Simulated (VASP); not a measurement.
# Hg (Fd-3m) in VASP: notebook

Hg is run at these levels: LDA; tasks: relaxation of cell and atoms.

Program: VASP 6.6.1. These are calculated values, not measurements. Logs are shortened: lines on timing, memory, paths and dates and some standing lists are left out, and cuts for length are marked.

## 1. The cell of the first run

Symmetry: Fd-3m, No. 227, cubic system. Conventional cell: a = 6.240 Å, b = 6.240 Å, c = 6.240 Å, α = 90.00°, β = 90.00°, γ = 90.00°. Hg (site symmetry -43m) has 4 Hg at 2.70 Å within 3.6 Å.

## 2. Relaxation of cell and atoms, LDA, target pressure 20 GPa, at which the enthalpy is minimised

Contents of INCAR:

```
SYSTEM = Hg
PREC     = Accurate       ! precision mode
ENCUT    = 600            ! plane-wave cutoff, eV
EDIFF    = 1E-6           ! SCF threshold, eV
ISMEAR   = -1             ! smearing method
SIGMA    = 0.1            ! smearing width, eV
LREAL    = .FALSE.        ! projectors in reciprocal space
LASPH    = .TRUE.         ! aspherical terms in the spheres
NELM     = 80             ! most SCF steps
ALGO     = Normal         ! electronic algorithm
ISIF     = 3              ! what is computed and relaxed
LWAVE    = .FALSE.        ! write WAVECAR
LCHARG   = .FALSE.        ! write CHGCAR
GGA      = CA             ! functional
IBRION   = 2              ! ionic algorithm
NSW      = 50             ! ionic steps
EDIFFG   = -0.03          ! ionic threshold
PSTRESS  = 200.0
```

Contents of KPOINTS:

```
Automatic mesh
0
G
  6 6 6
  0 0 0
```

Contents of POSCAR:

```
Hg
1.0
    0.0000000000      3.1200000000      3.1200000000
    3.1200000000      0.0000000000      3.1200000000
    3.1200000000      3.1200000000      0.0000000000
Hg
2
Direct
    0.0000000000      0.0000000000      0.0000000000
    0.2500000000      0.2500000000      0.2500000000
```

Potentials or basis: VASP PAW LDA potentials, release 64 (Hg).

Launch:

```bash
> cat potpaw_LDA.64/Hg/POTCAR > POTCAR
> mpirun -np 1 vasp_std > vasp.out
```

OUTCAR:

```text
SYSTEM = Hg
   PREC = Accurate
   ENCUT = 600
   EDIFF = 1E-6
   ISMEAR = -1
   LREAL = .FALSE.
   LASPH = .TRUE.
   NELM = 80
   ISIF = 3
   GGA = CA
   IBRION = 2
   NSW = 50
   EDIFFG = -0.03
   PSTRESS = 200.0

 ion  position               nearest neighbor table
   1  0.000  0.000  0.000-   2 2.70   2 2.70   2 2.70   2 2.70
   2  0.250  0.250  0.250-   1 2.70   1 2.70   1 2.70   1 2.70

  LATTYP: Found a face centered cubic cell.
 ALAT       =     6.2400000000

  Lattice vectors:

 A1 = (   0.0000000000,   3.1200000000,   3.1200000000)
 A2 = (   3.1200000000,   0.0000000000,   3.1200000000)
 A3 = (   3.1200000000,   3.1200000000,   0.0000000000)

Analysis of symmetry for initial positions (statically):
=====================================================================
 Subroutine PRICEL returns:
 Original cell was already a primitive cell.

 Routine SETGRP: Setting up the symmetry group for a
 face centered cubic supercell.

 Subroutine GETGRP returns: Found 48 space group operations
 (whereof 24 operations were pure point group operations)
 out of a pool of 48 trial point group operations.

The static configuration has the point symmetry T_d .
 The point group associated with its full space group is O_h .

Analysis of symmetry for dynamics (positions and initial velocities):
=====================================================================
 Subroutine PRICEL returns:
 Original cell was already a primitive cell.

 Routine SETGRP: Setting up the symmetry group for a
 face centered cubic supercell.

 Subroutine GETGRP returns: Found 48 space group operations
 (whereof 24 operations were pure point group operations)
 out of a pool of 48 trial point group operations.

The dynamic configuration has the point symmetry T_d .
 The point group associated with its full space group is O_h .

 Subroutine INISYM returns: Found 48 space group operations
 (whereof 24 operations are pure point group operations),
 and found     1 'primitive' translations

----------------------------------------------------------------------------------------

                                     Primitive cell

  volume of cell :      60.7427

  direct lattice vectors                    reciprocal lattice vectors
     0.000000000  3.120000000  3.120000000    -0.160256410  0.160256410  0.160256410
     3.120000000  0.000000000  3.120000000     0.160256410 -0.160256410  0.160256410
     3.120000000  3.120000000  0.000000000     0.160256410  0.160256410 -0.160256410

  length of vectors
     4.412346315  4.412346315  4.412346315     0.277572245  0.277572245  0.277572245

  position of ions in fractional coordinates (direct lattice)
     0.000000000  0.000000000  0.000000000
     0.250000000  0.250000000  0.250000000

  ion indices of the primitive-cell ions
   primitive index   ion index
                 1           1
                 2           2

----------------------------------------------------------------------------------------

 KPOINTS: Automatic mesh

Automatic generation of k-mesh.
 Grid dimensions read from file:
 generate k-points for:    6    6    6

 Generating k-lattice:

  Cartesian coordinates                     Fractional coordinates (reciprocal lattice)
    -0.026709402  0.026709402  0.026709402     0.166666667  0.000000000  0.000000000
     0.026709402 -0.026709402  0.026709402     0.000000000  0.166666667  0.000000000
     0.026709402  0.026709402 -0.026709402     0.000000000  0.000000000  0.166666667

  Length of vectors
     0.046262041  0.046262041  0.046262041

  Shift w.r.t. Gamma in fractional coordinates (k-lattice)
     0.000000000  0.000000000  0.000000000

 Subroutine IBZKPT returns following result:
 ===========================================

 Found     16 irreducible k-points:

 Following reciprocal coordinates:
            Coordinates               Weight
  0.000000  0.000000  0.000000      1.000000
  0.166667  0.000000  0.000000      8.000000
  0.333333  0.000000  0.000000      8.000000
  0.500000  0.000000  0.000000      4.000000
  0.166667  0.166667  0.000000      6.000000
  0.333333  0.166667  0.000000     24.000000
[... 8 lines left out ...]
 -0.333333  0.333333  0.166667     24.000000
 -0.333333  0.500000  0.166667     12.000000
   k-points           NKPTS =     16   k-points in BZ     NKDIM =     16   number of bands    NBANDS=     16
   number of dos      NEDOS =    301   number of ions     NIONS =      2
   total plane-waves  NPLWV =  46656
   dimension x,y,z NGX =    36 NGY =   36 NGZ =   36
   dimension x,y,z NGXF=    72 NGYF=   72 NGZF=   72
   ions per type =               2
   NGX,Y,Z   is equivalent  to a cutoff of  13.56, 13.56, 13.56 a.u.
   NGXF,Y,Z  is equivalent  to a cutoff of  27.13, 27.13, 27.13 a.u.
 SYSTEM =  Hg
   PREC   = accura    normal or accurate (medium, high low for compatibility)
   ISTART =      0    job   : 0-new  1-cont  2-samecut
   ICHARG =      2    charge: 1-file 2-atom 10-const
   ISPIN  =      1    spin polarized calculation?
   LNONCOLLINEAR =      F non collinear calculations
   LSORBIT =      F    spin-orbit coupling
   LASPH  =      T    aspherical Exc in radial PAW
   ENCUT  =  600.0 eV  44.10 Ry    6.64 a.u.   8.81  8.81  8.81*2*pi/ulx,y,z
   NELM   =     80;   NELMIN=  2; NELMDL= -5     # of ELM steps
   EDIFF  = 0.1E-05   stopping-criterion for ELM
   LREAL  =      F    real-space projection
   EDIFFG = -.3E-01   stopping-criterion for IOM
   NSW    =     50    number of steps for IOM
   IBRION =      2    ionic relax: 0-MD 1-quasi-New 2-CG
   NFREE  =      1    steps in history (QN), initial steepest desc. (CG)
   ISIF   =      3    stress and relaxation
   ISYM   =      2    0-nonsym 1-usesym 2-fastsym
   POTIM  = 0.5000    time-step for ionic-motion
   TEBEG  =    0.0;   TEEND  =   0.0 temperature during run
   PSTRESS=  200.0 pullay stress
   NELECT =      24.0000    total number of electrons
   NUPDOWN=      -1.0000    fix difference up-down
   EMIN   =  10.00;   EMAX   =-10.00  energy-range for DOS
   EFERMI =   0.00;   METHOD = LEGACY
   ISMEAR =    -1;   SIGMA  =   0.10  broadening in eV -4-tet -1-fermi 0-gaus
   EFERMI_NEDOS =   21; number of points for ismear=-14 and -15
   IALGO  =     38    algorithm
   IMIX   =      4    mixing-type and parameters
     AMIX     =   0.40;   BMIX     =  1.00
     AMIX_MAG =   1.60;   BMIX_MAG =  1.00
  volume/ion in A,a.u.               =      30.37       204.96
  Fermi-wavevector in a.u.,A,eV,Ry     =   1.201288  2.270106 19.634487  1.443094
  Thomas-Fermi vector in A             =   2.337101
   LORBIT       =      0    0 simple, 1 ext, 2 COOP (PROOUT), +10 PAW based schemes
   GGA     = CA    functional components
   LHFCALC =     F    Hartree Fock is set to
   AEXX    =    0.0000 exact exchange contribution
   IVDW    =     0    specifies the selected vdW correction
   LEPSILON=     F    determine dielectric tensor
   LRPA    =     F    only Hartree local field effects (RPA)
 conjugate gradient relaxation of ions
 non-spin polarized calculation
  energy-cutoff  :      600.00
  volume of cell :       60.74
 maximum number of plane-waves:      2085
   NGX = 17   NGY = 17   NGZ = 17

--------------------------------------- Ionic step        1  -------------------------------------------

 number of electron      24.0000004 magnetization

 Free energy of the ion-electron system (eV)
  ---------------------------------------------------
  ext. energy  EPLUGINS =         0.00000000
  ---------------------------------------------------
  free energy    TOTEN  =        -1.30031230 eV

  energy without entropy =       -1.27079182  energy(sigma->0) =       -1.28555206

 E-fermi :   1.3035     XC(G=0):  -9.5939

 val. band max:        1.2768816480   @ k =  -0.3333   0.3333   0.1667
 cond. band min:       1.5906625216   @ k =  -0.3333   0.5000   0.1667
 fundamental gap:      0.3137808736
 Fermi energy:         1.3034969908

 k-point     1 :       0.0000    0.0000    0.0000
  band No.  band energies     occupation
      1      -7.2889      2.00000
      2      -6.9211      2.00000
      3      -6.9211      2.00000
      4      -6.9211      2.00000
      5      -6.8402      2.00000
      6      -6.8402      2.00000
[... 8 lines left out ...]
     15       7.1643      0.00000
     16       8.4198      0.00000
[... 426 lines left out ...]
  FREE ENERGIE OF THE ION-ELECTRON SYSTEM (eV)
  ---------------------------------------------------
  free  energy   TOTEN  =        -0.6507204037 eV

  energy  without entropy=       -0.5974258828  energy(sigma->0) =       -0.62407314

  enthalpy is  TOTEN    =         5.7536465101 eV   P V=        6.4043669138

--------------------------------------- Ionic step        5  -------------------------------------------

 number of electron      23.9999997 magnetization

 Free energy of the ion-electron system (eV)
  ---------------------------------------------------
  ext. energy  EPLUGINS =         0.00000000
  ---------------------------------------------------
  free energy    TOTEN  =        -0.62202595 eV

  energy without entropy =       -0.56841868  energy(sigma->0) =       -0.59522232

 E-fermi :   2.4752     XC(G=0): -10.4623

 val. band max:        2.3658968764   @ k =  -0.3333   0.3333   0.1667
 cond. band min:       2.5149271439   @ k =   0.3333   0.1667   0.0000
 fundamental gap:      0.1490302674
 Fermi energy:         2.4752465809

 k-point     1 :       0.0000    0.0000    0.0000
  band No.  band energies     occupation
      1      -7.2701      2.00000
      2      -6.5365      2.00000
      3      -6.5365      2.00000
      4      -6.5365      2.00000
      5      -6.4721      2.00000
      6      -6.4721      2.00000
[... 8 lines left out ...]
     15       9.4268      0.00000
     16      10.2138      0.00000
[... 305 lines left out ...]
 POSITION                                       TOTAL-FORCE (eV/Angst)
 -----------------------------------------------------------------------------------
      0.00000      0.00000      0.00000        -0.000000     -0.000000     -0.000000
      1.47238      1.47238      1.47238         0.000000      0.000000      0.000000
 -----------------------------------------------------------------------------------
    total drift:                                0.000000      0.000000      0.000000

  FREE ENERGIE OF THE ION-ELECTRON SYSTEM (eV)
  ---------------------------------------------------
  free  energy   TOTEN  =        -0.6220259501 eV

  energy  without entropy=       -0.5684186812  energy(sigma->0) =       -0.59522232

  enthalpy is  TOTEN    =         5.7532634525 eV   P V=        6.3752894026

 reached required accuracy - stopping structural energy minimisation
```

It took 24 s on 1 thread of Intel Xeon 6975P-C (Granite Rapids), shared host; peak memory 0.18 GiB.

Results:

```
Free energy                                            : -0.6220 eV
Relaxed volume                                         : 25.54 Å³/atom
Relaxed cell                                           : a = 4.165 Å, b = 4.165 Å, c = 4.165 Å, α = 60.00°, β = 60.00°, γ = 60.00°
Space group after relaxing (to 0.05 Å)                 : Fd-3m (No. 227)
Energy change on relaxing (the enthalpy is what falls) : +339.1 meV/atom
Ionic steps                                            : 5
Pressure after relaxing                                : 20.0 GPa
Band gap on the k mesh                                 : zero (band 12 reaches 8.71 eV, above the bottom of band 13 at 1.67 eV)
```

The path:
```tsv
step	energy change (eV)	largest force (eV/Å)	pressure (GPa)	volume (Å³)
1	0.0000	0.0000	4.80	60.74
2	4.2049	0.0000	88.28	38.77
3	0.6043	0.0000	18.58	51.69
4	0.6496	0.0000	19.45	51.30
5	0.6783	0.0000	20.02	51.07
```

Final structure:
```xyz
2
Lattice="0.0000 2.9448 2.9448 2.9448 0.0000 2.9448 2.9448 2.9448 0.0000" Properties=species:S:1:pos:R:3 pbc="T T T"
Hg    0.0000    0.0000    0.0000
Hg    1.4724    1.4724    1.4724
```

Levels at points of the mesh, in eV from the Fermi level:
| k point | band 8 | band 9 | band 10 | band 11 | band 12 | band 13 | band 14 | band 15 | band 16 |
| --- | --- | --- | --- | --- | --- | --- | --- | --- | --- |
| (0.00, 0.00, 0.00) | -7.01 | -7.01 | -6.14 | -6.14 | 6.23 | 6.95 | 6.95 | 6.95 | 7.74 |
| (0.50, 0.00, 0.00) | -6.86 | -6.21 | -6.21 | -4.62 | -4.05 | 4.01 | 4.01 | 6.16 | 7.69 |
| (0.50, 0.50, 0.00) | -7.59 | -6.04 | -6.04 | -3.56 | -3.56 | 0.89 | 0.89 | 5.33 | 5.33 |

Caveat: the cell is relaxed towards a set pressure, so the enthalpy falls and the energy may rise; the volume moved by over 15 % at a fixed basis, so the end points are rough; spin-orbit coupling is left out, which moves the levels of the heavy elements.

## 3. Relaxation of cell and atoms, LDA, target pressure 40 GPa, at which the enthalpy is minimised

Contents of INCAR:

```
PREC = Accurate
ENCUT = 600
EDIFF = 1E-6
ISMEAR = -1
SIGMA = 0.1
LREAL = F
LASPH = T
NELM = 60
ALGO = Normal
ISIF = 3
LWAVE = F
LCHARG = F
GGA = CA
IBRION = 2
NSW = 50
EDIFFG = -0.03
PSTRESS = 400.0
```

Contents of KPOINTS:

```
regular mesh
0
Gamma
  6 6 6
```

POSCAR is that of step 2.

Potentials or basis: VASP PAW LDA potentials, release 64 (Hg).

Launch:

```bash
> cat potpaw_LDA.64/Hg/POTCAR > POTCAR
> mpirun -np 1 vasp_std > vasp.out
```

OUTCAR:

```text
PREC = Accurate
   ENCUT = 600
   EDIFF = 1E-6
   ISMEAR = -1
   LREAL = F
   LASPH = T
   NELM = 60
   ISIF = 3
   GGA = CA
   IBRION = 2
   NSW = 50
   EDIFFG = -0.03
   PSTRESS = 400.0

 ion  position               nearest neighbor table
   1  0.000  0.000  0.000-   2 2.70   2 2.70   2 2.70   2 2.70
   2  0.250  0.250  0.250-   1 2.70   1 2.70   1 2.70   1 2.70

  LATTYP: Found a face centered cubic cell.
 ALAT       =     6.2400000000

  Lattice vectors:

 A1 = (   0.0000000000,   3.1200000000,   3.1200000000)
 A2 = (   3.1200000000,   0.0000000000,   3.1200000000)
 A3 = (   3.1200000000,   3.1200000000,   0.0000000000)

Analysis of symmetry for initial positions (statically):
=====================================================================
 Subroutine PRICEL returns:
 Original cell was already a primitive cell.

 Routine SETGRP: Setting up the symmetry group for a
 face centered cubic supercell.

 Subroutine GETGRP returns: Found 48 space group operations
 (whereof 24 operations were pure point group operations)
 out of a pool of 48 trial point group operations.

[... 132 lines left out ...]
   GGA     = CA    functional components
   LHFCALC =     F    Hartree Fock is set to
   AEXX    =    0.0000 exact exchange contribution
   IVDW    =     0    specifies the selected vdW correction
   LEPSILON=     F    determine dielectric tensor
   LRPA    =     F    only Hartree local field effects (RPA)
 conjugate gradient relaxation of ions
 non-spin polarized calculation
  energy-cutoff  :      600.00
  volume of cell :       60.74
 maximum number of plane-waves:      2085
   NGX = 17   NGY = 17   NGZ = 17

--------------------------------------- Ionic step        1  -------------------------------------------

 number of electron      24.0000004 magnetization

 Free energy of the ion-electron system (eV)
  ---------------------------------------------------
  ext. energy  EPLUGINS =         0.00000000
  ---------------------------------------------------
  free energy    TOTEN  =        -1.30031230 eV

  energy without entropy =       -1.27079182  energy(sigma->0) =       -1.28555206

------------------------ aborting loop because EDIFF is reached ----------------------------------------

  FORCE on cell =-STRESS in cart. coord.  units (eV):
  Direction    XX          YY          ZZ          XY          YZ          ZX
  --------------------------------------------------------------------------------------
  -------------------------------------------------------------------------------------
  Total        1.8207890      1.8207890      1.8207890      0.0000000      0.0000000      0.0000000
  in kB       48.0260019     48.0260019     48.0260019      0.0000000      0.0000000      0.0000000
  external PRESSURE =    -351.9739981 kB  Pullay stress =     400.0000000 kB
[... 837 lines left out ...]
--------------------------------------- Ionic step        7  -------------------------------------------

 number of electron      23.9999998 magnetization

 Free energy of the ion-electron system (eV)
  ---------------------------------------------------
  ext. energy  EPLUGINS =         0.00000000
  ---------------------------------------------------
  free energy    TOTEN  =         0.41205385 eV

  energy without entropy =        0.46227109  energy(sigma->0) =        0.43716247

 E-fermi :   3.4397     XC(G=0): -11.0859

 val. band max:        3.3736789909   @ k =  -0.3333   0.5000   0.1667
 cond. band min:       3.4996962895   @ k =   0.3333   0.3333   0.0000
 fundamental gap:      0.1260172986
 Fermi energy:         3.4396810208
[... 335 lines left out ...]
  energy  without entropy=        0.4622710946  energy(sigma->0) =        0.43716247

  enthalpy is  TOTEN    =        11.7305640805 eV   P V=       11.3185102263

 reached required accuracy - stopping structural energy minimisation
```

Run time: 40 s. Hardware: 1 thread of Intel Xeon 6975P-C (Granite Rapids), shared host; peak memory 0.2 GiB.

What came out:

```
Free energy                                            : 0.4121 eV
Relaxed volume                                         : 22.67 Å³/atom
Relaxed cell                                           : a = 4.002 Å, b = 4.002 Å, c = 4.002 Å, α = 60.00°, β = 60.00°, γ = 60.00°
Space group after relaxing (to 0.05 Å)                 : Fd-3m (No. 227)
Energy change on relaxing (the enthalpy is what falls) : +856.2 meV/atom
Ionic steps                                            : 7
Pressure after relaxing                                : 39.9 GPa
Band gap on the k mesh                                 : zero (band 12 reaches 10.76 eV, above the bottom of band 13 at 2.46 eV)
```

The path:
| step | energy change (eV) | largest force (eV/Å) | pressure (GPa) | volume (Å³) |
| --- | --- | --- | --- | --- |
| 1 | 0.0000 | 0.0000 | 4.80 | 60.74 |
| 2 | 56.1289 | 0.0000 | 1287.47 | 18.94 |
| 3 | 0.2205 | 0.0000 | 10.58 | 56.00 |
| 4 | 0.4891 | 0.0000 | 16.23 | 52.75 |
| 5 | 2.1690 | 0.0000 | 48.68 | 43.68 |
| 6 | 1.6276 | 0.0000 | 38.29 | 45.68 |
| 7 | 1.7124 | 0.0000 | 39.91 | 45.34 |

Final structure:
```yaml
crystal:
  lattice:
    - [0.00000, 2.83011, 2.83011]
    - [2.83011, 0.00000, 2.83011]
    - [2.83011, 2.83011, 0.00000]
  atoms:
    - { symbol: Hg, position: [0.00000, 0.00000, 0.00000] }
    - { symbol: Hg, position: [0.25000, 0.25000, 0.25000] }
```

Levels at points of the mesh, in eV from the Fermi level:
```csv
k point,band 8,band 9,band 10,band 11,band 12,band 13,band 14,band 15,band 16
"(0.00, 0.00, 0.00)",-7.30,-7.30,-6.15,-6.15,7.32,7.85,7.85,7.85,8.16
"(0.50, 0.00, 0.00)",-7.07,-6.28,-6.28,-4.55,-4.55,4.44,4.44,7.30,7.80
"(0.50, 0.50, 0.00)",-7.97,-6.07,-6.07,-3.53,-3.53,0.81,0.81,5.82,5.82
```

Caveat: the cell is relaxed towards a set pressure, so the enthalpy falls and the energy may rise; the volume moved by over 15 % at a fixed basis, so the end points are rough; spin-orbit coupling is left out, which moves the levels of the heavy elements.

(Part 1 of 2 ends here.)
